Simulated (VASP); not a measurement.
Write the native input for VASP 6.6.1 that does the following.

```
Task                   : single point
Functional             : PBEsol
Potentials or basis    : VASP PAW PBE potentials, release 64 (Pb_d, S)
Cutoff                 : 520 eV
k mesh                 : 6 × 6 × 2
Occupations            : gaussian, width 0.01 eV
Spin                   : no spin polarisation
Dipole correction      : no
Further INCAR settings : ALGO = Normal; EDIFF = 1e-06; NBANDS = 28
```

The structure of PbS lies in POSCAR:

```
PbS
1.0
    2.9405000000     -2.9000000000      0.0000000000
    2.9405000000      2.9000000000      0.0000000000
   -1.0800500000      0.0000000000     11.7092900000
Pb S
2 2
Direct
    0.7756000000      0.7756000000      0.6363800000
    0.2244000000      0.2244000000      0.3636200000
    0.2684000000      0.2684000000      0.5986000000
    0.7316000000      0.7316000000      0.4014000000
```

One way to write it, as run:

INCAR

```
SYSTEM = PbS
ALGO = Normal
EDIFF = 1E-6
ENCUT = 520
GGA = PS
ISIF = 2
ISMEAR = 0
LASPH = .True.
LCHARG = .False.
LREAL = .False.
LWAVE = .False.
NBANDS = 28
NELM = 60
PREC = Accurate
SIGMA = 0.01
```

KPOINTS

```
k-points
0
Gamma
  6 6 2
  0 0 0
```

Potentials or basis: VASP PAW PBE potentials, release 64 (Pb_d, S).

Launch:

```console
$ cat potpaw_PBE.64/Pb_d/POTCAR potpaw_PBE.64/S/POTCAR > POTCAR
$ mpirun -np 1 vasp_std > vasp.out
```

Results of the run:

The largest force is 0.675 eV/Å. The band gap on the k mesh is 1.25 eV.

Caveat: there is no dipole correction, which matters where the two faces differ; the PAW data sets were made with another functional, which shifts forces and pressure a little; spin-orbit coupling is left out, which moves the levels of the heavy elements.

Run time: 110 s on 1 thread of Intel(R) Xeon(R) Platinum 8259CL CPU @ 2.50GHz (Skylake/Cascade Lake), with other jobs on the host, peak memory 0.35 GiB.
